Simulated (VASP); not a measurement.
Wanted: the native input for a VASP 6.6.1 run.

```yaml
Task: relaxation of cell and atoms
Functional: PBE
Potentials_or_basis: VASP PAW PBE potentials, release 64 (Mg, C)
Cutoff: 600 eV
k_mesh: 6 × 6 × 8
Occupations: gaussian, width 0.01 eV
Spin: no spin polarisation
Dipole_correction: no
Further_INCAR_settings: ALGO = Normal; EDIFF = 1e-07; IBRION = 2; EDIFFG = -0.01; NSW = 100; ISIF = 3
```

The structure of MgC8 lies in POSCAR:

```
MgC8
1.0
    6.3715448126      0.0000000000      0.0000000000
   -3.1857724063      5.5179196691      0.0000000000
    0.0000000000      0.0000000000      4.7375501461
Mg C
1 8
Direct
    0.0000000000      0.0000000000      0.5000000000
    0.6032202728      0.0000000000      0.5000000000
    0.0000000000      0.6032202728      0.5000000000
    0.3967797272      0.3967797272      0.5000000000
    0.3967797272      0.0000000000      0.5000000000
    0.0000000000      0.3967797272      0.5000000000
    0.6032202728      0.6032202728      0.5000000000
    0.3333333333      0.6666666667      0.5000000000
    0.6666666667      0.3333333333      0.5000000000
```

One way to write it, as run:

INCAR

```
SYSTEM = MgC8
PREC = Accurate
ENCUT = 600
EDIFF = 1E-7
ISMEAR = 0
SIGMA = 0.01
LREAL = .FALSE.
LASPH = .TRUE.
NELM = 100
ALGO = Normal
ISIF = 3
LWAVE = .FALSE.
LCHARG = .FALSE.
GGA = PE
IBRION = 2
NSW = 100
EDIFFG = -0.01
```

KPOINTS

```
regular mesh
0
G
  6 6 8
  0 0 0
```

Potentials or basis: VASP PAW PBE potentials, release 64 (Mg, C).

Command:

```console
$ cat potpaw_PBE.64/Mg/POTCAR potpaw_PBE.64/C/POTCAR > POTCAR
$ mpirun -np 1 vasp_std > vasp.out
```

Results of the run:

```
Relaxed volume                         : 20.83 Å³/atom
Relaxed cell                           : a = 6.330 Å, b = 6.330 Å, c = 5.402 Å, α = 90.00°, β = 90.00°, γ = 120.00°
Space group after relaxing (to 0.05 Å) : P6/mmm (No. 191)
Energy gained by relaxing              : 2.7 meV/atom
Ionic steps                            : 42
Pressure after relaxing                : 0.0 GPa
Largest force after relaxing           : 0.010 eV/Å
Band gap on the k mesh                 : zero (band 17 reaches -0.22 eV, above the bottom of band 18 at -0.40 eV)
```

Run time: 77 min on 1 thread of Intel(R) Xeon(R) Platinum 8259CL CPU @ 2.50GHz (Skylake/Cascade Lake) (shared host), peak memory 0.44 GiB.
